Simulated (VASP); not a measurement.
Wanted: the native input for a VASP 6.6.1 run.

```yaml
Task: single point
Functional: PBE
Potentials_or_basis: VASP PAW PBE potentials, release 64 (Eu)
Cutoff: 520 eV
k_mesh: 10 × 10 × 10
Occupations: gaussian, width 0.03 eV
Spin: collinear spin, ferromagnetic start
Starting_moments: "[7.02] μB"
Dipole_correction: no
Further_INCAR_settings: ALGO = Normal; EDIFF = 1e-07; NBANDS = 18
```

The structure of Eu lies in POSCAR:

```
Eu
1.0
   -2.1939508085      2.1939508085      2.1939508085
    2.1939508085     -2.1939508085      2.1939508085
    2.1939508085      2.1939508085     -2.1939508085
Eu
1
Direct
    0.0000000000      0.0000000000      0.0000000000
```

These files were run (other wordings do the same):

INCAR

```
SYSTEM = Eu
  ALGO = Normal
  EDIFF = 1E-7
  ENCUT = 520
  GGA = PE
  ISIF = 2
  ISMEAR = 0
  ISPIN = 2
  LASPH = .True.
  LCHARG = .False.
  LMAXMIX = 6
  LORBIT = 11
  LREAL = .False.
  LWAVE = .False.
  MAGMOM = 7.02
  NBANDS = 18
  NELM = 150
  PREC = Accurate
  SIGMA = 0.03
```

KPOINTS

```
k-points
0
Gamma
  10 10 10
  0 0 0
```

Potentials or basis: VASP PAW PBE potentials, release 64 (Eu).

The run is started by

```console
$ cat potpaw_PBE.64/Eu/POTCAR > POTCAR
$ mpirun -np 1 vasp_std > vasp.out
```

It gave:

| Item | Value |
| --- | --- |
| Pressure | -0.4 GPa |
| Net moment | 7.27 μB per cell |
| Site moments | Eu +6.67 μB |
| Valence electrons inside the program's atomic spheres | Eu 14.73 |

Wall time 3.7 min on 1 thread of Intel Xeon 8259CL (shared host), peak memory 0.22 GiB.
